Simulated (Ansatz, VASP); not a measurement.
# AlP in VASP and in Ansatz

INCAR

```
PREC = Accurate
ENCUT = 500
EDIFF = 1E-7
ISMEAR = 0
SIGMA = 0.02
LREAL = False
LASPH = True
NELM = 120
ALGO = Normal
ISIF = 3
LWAVE = False
LCHARG = False
GGA = PE
IVDW = 12
IBRION = 2
NSW = 100
EDIFFG = -0.002
GGA_COMPAT = False
NELMIN = 4
```

KPOINTS

```
regular mesh
0
Gamma
  8 8 8
```

POSCAR

```
AlP
1.0
    0.0000000000      2.7350000000      2.7350000000
    2.7350000000      0.0000000000      2.7350000000
    2.7350000000      2.7350000000      0.0000000000
Al P
1 1
Direct
    0.0000000000      0.0000000000      0.0000000000
    0.2500000000      0.2500000000      0.2500000000
```

Input for Ansatz:

```yaml
crystal:
  lattice:
    - [0.0, 2.735, 2.735]
    - [2.735, 0.0, 2.735]
    - [2.735, 2.735, 0.0]
  atoms:
    - { symbol: Al, position: [0.0, 0.0, 0.0] }
    - { symbol: P, position: [0.25, 0.25, 0.25] }
basis:
  ecutwfc: 420
kpoints:
  mp_grid: { grid: [8, 8, 8] }
hamiltonian:
  xc: pbe
  dispersion: d3bj
  pseudopotentials: { kind: paw, azcp: { folder: soft_1 } }
scf:
  occupations: { method: gaussian, width: 0.02 }
output:
  forces: true
  stress: true
  eigenvalues: true
  write_density: true
  write_potential: true
  elf: true
  volumetric_format: npy
relax:
  adjacent_minimum: "off"
  f_tol: 0.002
  max_steps: 80
  cell: { stress_tol: 0.02 }
```

Alike in both runs: task relaxation of cell and atoms; functional PBE; dispersion D3(BJ); k mesh 8 × 8 × 8; occupations gaussian, width 0.02 eV; no spin polarisation.

```csv
,VASP,Ansatz
version,VASP 6.6.1,Ansatz 0.2.0
potentials or method,"VASP PAW PBE potentials, release 64 (Al, P), cutoff 500 eV","scalar-relativistic, plane waves, PAW"
valence electrons in the cell,8,8
```

VASP gave:

```
gap on the k mesh at the Fermi level, each at its own relaxed structure (eV) : 1.57
relaxed volume (Å³/atom)                                                     : 20.24
relaxed cell length with the largest relative difference (Å)                 : 3.854
```

Task: Which values does Ansatz return?

Result: gap on the k mesh at the Fermi level, each at its own relaxed structure (eV): 1.57; relaxed volume (Å³/atom): 20.26; relaxed cell length with the largest relative difference (Å): 3.855.
